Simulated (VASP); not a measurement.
# Ti (Im-3m) in VASP: single point with PBE

Aim: the single point of Ti with PBE.

All numbers are computed with VASP 6.6.1; they aren't measurements. Logs are shortened: lines on timing, memory, paths and dates and some standing lists are left out, and cuts for length are marked.

## 1. The cell of the first run

It takes space group Im-3m (No. 229, cubic). The conventional cell has a = 3.256 Å, b = 3.256 Å, c = 3.256 Å, α = 90.00°, β = 90.00°, γ = 90.00°. Ti (site symmetry m-3m) has 14 Ti at 2.82 to 3.26 Å within 3.7 Å.

This isn't the form of Ti at room conditions, which is hcp.

## 2. Single point, PBE, non-collinear spin, zero start, spin-orbit coupling

The input, POSCAR:

```
Ti
1.0
   -1.6278911262      1.6278911262      1.6278911262
    1.6278911262     -1.6278911262      1.6278911262
    1.6278911262      1.6278911262     -1.6278911262
Ti
1
Direct
    0.0000000000      0.0000000000      0.0000000000
```

The input, INCAR.step1:

```
ALGO = Normal
EDIFF = 1E-6
ENCUT = 520
GGA = PE
GGA_COMPAT = False
ISIF = 2
ISMEAR = 0
LASPH = True
LCHARG = True
LMAXMIX = 4
LORBMOM = True
LREAL = False
LSORBIT = True
LWAVE = False
MAGMOM = 0 0 0
NBANDS = 23
NELM = 150
PREC = Accurate
SIGMA = 0.05
```

The input, KPOINTS.step1:

```
k-points
0
Gamma
  18 18 18
```

The input, INCAR.step2:

```
ALGO = Normal
EDIFF = 1E-6
ENCUT = 520
GGA = PE
GGA_COMPAT = False
ICHARG = 11
ISIF = 2
ISMEAR = -5
LASPH = True
LCHARG = False
LMAXMIX = 4
LORBIT = 10
LORBMOM = True
LREAL = False
LSORBIT = True
LWAVE = False
MAGMOM = 0 0 0
NEDOS = 1001
NELM = 150
PREC = Accurate
SIGMA = 0.05
```

The input, KPOINTS.step2:

```
k-points
0
Gamma
  27 27 27
```

Potentials or basis: VASP PAW PBE potentials, release 64 (Ti_sv).

The run is started by

```console
> cat potpaw_PBE.64/Ti_sv/POTCAR > POTCAR
> cp INCAR.step1 INCAR
> cp KPOINTS.step1 KPOINTS
> mpirun -np 1 vasp_ncl > vasp.out
> cp INCAR.step2 INCAR
> cp KPOINTS.step2 KPOINTS
> mpirun -np 1 vasp_ncl > vasp.out
```

OUTCAR:

```text
EDIFF = 1E-6
   ENCUT = 520
   GGA = PE
   ICHARG = 11
   ISIF = 2
   ISMEAR = -5
   LASPH = True
   LORBIT = 10
   LREAL = False
   LSORBIT = True
   NELM = 150
   PREC = Accurate

 ion  position               nearest neighbor table
   1  0.000  0.000  0.000-

  LATTYP: Found a body centered cubic cell.
 ALAT       =     3.2557822524

  Lattice vectors:

 A1 = (  -1.6278911262,   1.6278911262,   1.6278911262)
 A2 = (   1.6278911262,  -1.6278911262,   1.6278911262)
 A3 = (   1.6278911262,   1.6278911262,  -1.6278911262)

Analysis of symmetry for initial positions (statically):
=====================================================================
 Subroutine PRICEL returns:
 Original cell was already a primitive cell.

 Routine SETGRP: Setting up the symmetry group for a
 body centered cubic supercell.

 Subroutine GETGRP returns: Found 48 space group operations
 (whereof 48 operations were pure point group operations)
 out of a pool of 48 trial point group operations.

The static configuration has the point symmetry O_h .

Analysis of symmetry for dynamics (positions and initial velocities):
=====================================================================
 Subroutine PRICEL returns:
 Original cell was already a primitive cell.

 Routine SETGRP: Setting up the symmetry group for a
 body centered cubic supercell.

 Subroutine GETGRP returns: Found 48 space group operations
 (whereof 48 operations were pure point group operations)
 out of a pool of 48 trial point group operations.

The dynamic configuration has the point symmetry O_h .

Analysis of structural, dynamic, and magnetic symmetry:
=====================================================================
 Subroutine PRICEL returns:
 Original cell was already a primitive cell.

 Routine SETGRP: Setting up the symmetry group for a
 body centered cubic supercell.

 Subroutine GETGRP returns: Found 48 space group operations
 (whereof 48 operations were pure point group operations)
 out of a pool of 48 trial point group operations.

The overall configuration has the point symmetry O_h .

 Subroutine INISYM returns: Found 48 space group operations
 (whereof 48 operations are pure point group operations),
 and found     1 'primitive' translations

----------------------------------------------------------------------------------------

                                     Primitive cell

  volume of cell :      17.2558

  direct lattice vectors                    reciprocal lattice vectors
    -1.627891126  1.627891126  1.627891126     0.000000000  0.307145848  0.307145848
     1.627891126 -1.627891126  1.627891126     0.307145848  0.000000000  0.307145848
     1.627891126  1.627891126 -1.627891126     0.307145848  0.307145848  0.000000000

  length of vectors
     2.819590140  2.819590140  2.819590140     0.434369824  0.434369824  0.434369824

  position of ions in fractional coordinates (direct lattice)
     0.000000000  0.000000000  0.000000000

  ion indices of the primitive-cell ions
   primitive index   ion index
                 1           1

----------------------------------------------------------------------------------------

 KPOINTS: k-points

Automatic generation of k-mesh.
 Grid dimensions read from file:
 generate k-points for:   27   27   27

 Generating k-lattice:

  Cartesian coordinates                     Fractional coordinates (reciprocal lattice)
     0.000000000  0.011375772  0.011375772     0.037037037  0.000000000  0.000000000
     0.011375772  0.000000000  0.011375772     0.000000000  0.037037037  0.000000000
     0.011375772  0.011375772  0.000000000     0.000000000  0.000000000  0.037037037

  Length of vectors
     0.016087771  0.016087771  0.016087771

  Shift w.r.t. Gamma in fractional coordinates (k-lattice)
     0.000000000  0.000000000  0.000000000

 TETIRR: Found  23679 inequivalent tetrahedra from   118098

 Subroutine IBZKPT returns following result:
 ===========================================

 Found    560 irreducible k-points:

 Following reciprocal coordinates:
            Coordinates               Weight
  0.000000  0.000000  0.000000      1.000000
  0.037037  0.000000  0.000000     12.000000
  0.074074  0.000000  0.000000     12.000000
  0.111111  0.000000  0.000000     12.000000
  0.148148  0.000000  0.000000     12.000000
  0.185185  0.000000  0.000000     12.000000
[... 16 lines left out ...]
  0.333333  0.037037  0.000000     48.000000
  0.370370  0.037037 -0.000000     48.000000
 [... further k-points ...]
   k-points           NKPTS =    560   k-points in BZ     NKDIM =    560   number of bands    NBANDS=     20
   number of dos      NEDOS =   1001   number of ions     NIONS =      1
   total plane-waves  NPLWV =  13824
   dimension x,y,z NGX =    24 NGY =   24 NGZ =   24
   dimension x,y,z NGXF=    48 NGYF=   48 NGZF=   48
   ions per type =               1
   NGX,Y,Z   is equivalent  to a cutoff of  14.15, 14.15, 14.15 a.u.
   NGXF,Y,Z  is equivalent  to a cutoff of  28.30, 28.30, 28.30 a.u.
 SYSTEM =  unknown system
   PREC   = accura    normal or accurate (medium, high low for compatibility)
   ISTART =      0    job   : 0-new  1-cont  2-samecut
   ICHARG =     11    charge: 1-file 2-atom 10-const
   ISPIN  =      1    spin polarized calculation?
   LNONCOLLINEAR =      T non collinear calculations
   LSORBIT =      T    spin-orbit coupling
   LASPH  =      T    aspherical Exc in radial PAW
   ENCUT  =  520.0 eV  38.22 Ry    6.18 a.u.   5.24  5.24  5.24*2*pi/ulx,y,z
   NELM   =    150;   NELMIN=  2; NELMDL=  0     # of ELM steps
   EDIFF  = 0.1E-05   stopping-criterion for ELM
   LREAL  =      F    real-space projection
   EDIFFG = 0.1E-04   stopping-criterion for IOM
   NSW    =      0    number of steps for IOM
   IBRION =     -1    ionic relax: 0-MD 1-quasi-New 2-CG
   NFREE  =      0    steps in history (QN), initial steepest desc. (CG)
   ISIF   =      2    stress and relaxation
   ISYM   =      2    0-nonsym 1-usesym 2-fastsym
   POTIM  = 0.5000    time-step for ionic-motion
   TEBEG  =    0.0;   TEEND  =   0.0 temperature during run
   PSTRESS=    0.0 pullay stress
   NELECT =      12.0000    total number of electrons
   NUPDOWN=      -1.0000    fix difference up-down
   EMIN   =  10.00;   EMAX   =-10.00  energy-range for DOS
   EFERMI =   0.00;   METHOD = LEGACY
   ISMEAR =    -5;   SIGMA  =   0.05  broadening in eV -4-tet -1-fermi 0-gaus
   EFERMI_NEDOS =   21; number of points for ismear=-14 and -15
   IALGO  =     38    algorithm
   IMIX   =      4    mixing-type and parameters
     AMIX     =   0.40;   BMIX     =  1.00
     AMIX_MAG =   1.60;   BMIX_MAG =  1.00
  volume/ion in A,a.u.               =      17.26       116.45
  Fermi-wavevector in a.u.,A,eV,Ry     =   1.450407  2.740872 28.622311  2.103681
  Thomas-Fermi vector in A             =   2.568023
   LORBIT       =     10    0 simple, 1 ext, 2 COOP (PROOUT), +10 PAW based schemes
   GGA     = PE    functional components
   LHFCALC =     F    Hartree Fock is set to
   AEXX    =    0.0000 exact exchange contribution
   IVDW    =     0    specifies the selected vdW correction
   LEPSILON=     F    determine dielectric tensor
   LRPA    =     F    only Hartree local field effects (RPA)
 Fermi weights with tetrahedron method with Bloechl corrections
  energy-cutoff  :      520.00
  volume of cell :       17.26
 maximum number of plane-waves:       956
 NGX is ok and might be reduce to    24

 number of electron      11.9999997 magnetization      -0.0000000      0.0000000     -0.0000000

 Free energy of the ion-electron system (eV)
  ---------------------------------------------------
  ext. energy  EPLUGINS =         0.00000000
  ---------------------------------------------------
  free energy    TOTEN  =        -7.73056786 eV

  energy without entropy =       -7.73056786  energy(sigma->0) =       -7.73056786

 E-fermi :   8.1494     XC(G=0): -11.5251

 val. band max:        8.1898070182   @ k =  -0.4815  -0.4815   0.1111
 cond. band min:       8.1505511446   @ k =  -0.3704  -0.4074   0.1481
 fundamental gap:     -0.0392558736
 Fermi energy:         8.1493818515

 k-point     1 :       0.0000    0.0000    0.0000
  band No.  band energies     occupation
      1     -48.3716      1.00000
      2     -48.3716      1.00000
      3     -24.6636      1.00000
      4     -24.6636      1.00000
      5     -23.9998      1.00000
      6     -23.9998      1.00000
[... 12 lines left out ...]
     19      10.9143      0.00000
     20      10.9143      0.00000

 k-point     2 :       0.0370    0.0000    0.0000
  band No.  band energies     occupation
      1     -48.3698      1.00000
      2     -48.3698      1.00000
      3     -24.6676      1.00000
      4     -24.6676      1.00000
      5     -24.0070      1.00000
      6     -24.0070      1.00000
[... 12 lines left out ...]
     19      10.9156      0.00000
     20      10.9156      0.00000

 k-point     3 :       0.0741    0.0000    0.0000
  band No.  band energies     occupation
      1     -48.3645      1.00000
      2     -48.3645      1.00000
      3     -24.6799      1.00000
      4     -24.6799      1.00000
      5     -24.0279      1.00000
      6     -24.0279      1.00000
[... 12 lines left out ...]
     19      10.9196      0.00000
     20      10.9196      0.00000

 k-point     4 :       0.1111    0.0000    0.0000
  band No.  band energies     occupation
      1     -48.3560      1.00000
      2     -48.3560      1.00000
      3     -24.7004      1.00000
      4     -24.7004      1.00000
      5     -24.0606      1.00000
      6     -24.0606      1.00000
[... 429 lines left out ...]
 k-point    23 :       0.3333    0.0370    0.0000
  band No.  band energies     occupation
      1     -48.2636      1.00000
      2     -48.2636      1.00000
      3     -24.9812      1.00000
      4     -24.9812      1.00000
      5     -24.3444      1.00000
      6     -24.3444      1.00000
[... 12 lines left out ...]
     19      11.6453      0.00000
     20      11.6453      0.00000

 k-point    24 :       0.3704    0.0370   -0.0000
  band No.  band energies     occupation
      1     -48.2522      1.00000
      2     -48.2522      1.00000
      3     -25.0220      1.00000
      4     -25.0220      1.00000
      5     -24.3720      1.00000
      6     -24.3720      1.00000
[... 12 lines left out ...]
     19      11.9842      0.00000
     20      11.9842      0.00000

 [... further k-points ...]
[... 5 lines left out ...]
  --------------------------------------------------------------------------------------
  -------------------------------------------------------------------------------------
  Total        0.0176409      0.0176409      0.0176409     -0.0000000     -0.0000000      0.0000000
  in kB        1.6379326      1.6379326      1.6379326     -0.0000000     -0.0000000      0.0000000
  external PRESSURE =       1.6379326 kB  Pullay stress =       0.0000000 kB

 VOLUME and BASIS-vectors are now :
 -----------------------------------------------------------------------------
  energy-cutoff  :      520.00
  volume of cell :       17.26
      direct lattice vectors                 reciprocal lattice vectors
    -1.627891126  1.627891126  1.627891126     0.000000000  0.307145848  0.307145848
     1.627891126 -1.627891126  1.627891126     0.307145848  0.000000000  0.307145848
     1.627891126  1.627891126 -1.627891126     0.307145848  0.307145848  0.000000000

 POSITION                                       TOTAL-FORCE (eV/Angst)
 -----------------------------------------------------------------------------------
      0.00000      0.00000      0.00000         0.000000      0.000000     -0.000000
 -----------------------------------------------------------------------------------
    total drift:                               -0.000000     -0.000000      0.000000

  FREE ENERGIE OF THE ION-ELECTRON SYSTEM (eV)
  ---------------------------------------------------
  free  energy   TOTEN  =        -7.7305678646 eV

  energy  without entropy=       -7.7305678646  energy(sigma->0) =       -7.73056786

 orbital moment (x)

 # of ion     p       d       tot
 ----------------------------------------
  1         0.000  -0.000  -0.000
 ----------------------------------------
            0.000  -0.000  -0.000

 orbital moment (y)

 # of ion     p       d       tot
 ----------------------------------------
  1         0.000   0.000   0.000
 ----------------------------------------
            0.000   0.000   0.000

 orbital moment (z)

 # of ion     p       d       tot
 ----------------------------------------
  1         0.000   0.000   0.000
 ----------------------------------------
            0.000   0.000   0.000

 Spin-Orbit-Coupling matrix elements

 Ion:    1  E_soc:     -0.0111167
 l=   1
     0.0000000    -0.0017557    -0.0017557
    -0.0017557     0.0000000    -0.0017557
    -0.0017557    -0.0017557     0.0000000
 l=   2
     0.0000000    -0.0000163     0.0000000    -0.0000163    -0.0000808
    -0.0000163     0.0000000    -0.0000606    -0.0000163    -0.0000202
     0.0000000    -0.0000606     0.0000000    -0.0000606     0.0000000
    -0.0000163    -0.0000163    -0.0000606     0.0000000    -0.0000202
    -0.0000808    -0.0000202     0.0000000    -0.0000202     0.0000000
 l=   3
     0.0000000     0.0000000     0.0000000     0.0000000     0.0000000     0.0000000     0.0000000
     0.0000000     0.0000000     0.0000000     0.0000000     0.0000000     0.0000000     0.0000000
     0.0000000     0.0000000     0.0000000     0.0000000     0.0000000     0.0000000     0.0000000
     0.0000000     0.0000000     0.0000000     0.0000000     0.0000000     0.0000000     0.0000000
     0.0000000     0.0000000     0.0000000     0.0000000     0.0000000     0.0000000     0.0000000
     0.0000000     0.0000000     0.0000000     0.0000000     0.0000000     0.0000000     0.0000000
     0.0000000     0.0000000     0.0000000     0.0000000     0.0000000     0.0000000     0.0000000

 total charge

# of ion       s       p       d       tot
------------------------------------------
    1        2.244   6.112   1.917  10.273

 magnetization (x)

# of ion       s       p       d       tot
------------------------------------------
    1        0.000   0.000   0.000   0.000

 magnetization (y)

# of ion       s       p       d       tot
------------------------------------------
    1        0.000   0.000   0.000   0.000

 magnetization (z)

# of ion       s       p       d       tot
------------------------------------------
    1       -0.000   0.000   0.000  -0.000
```

Run time: 13 min. Hardware: 1 thread of Intel Xeon 8259CL, shared host; peak memory 0.45 GiB.

Results:

- Net moment: 0.00 μB per cell
- Valence electrons inside the program's atomic spheres: Ti 10.27

Moments on the atoms (μB; x, y, z):
```
Ti  0.00 0.00 0.00
```
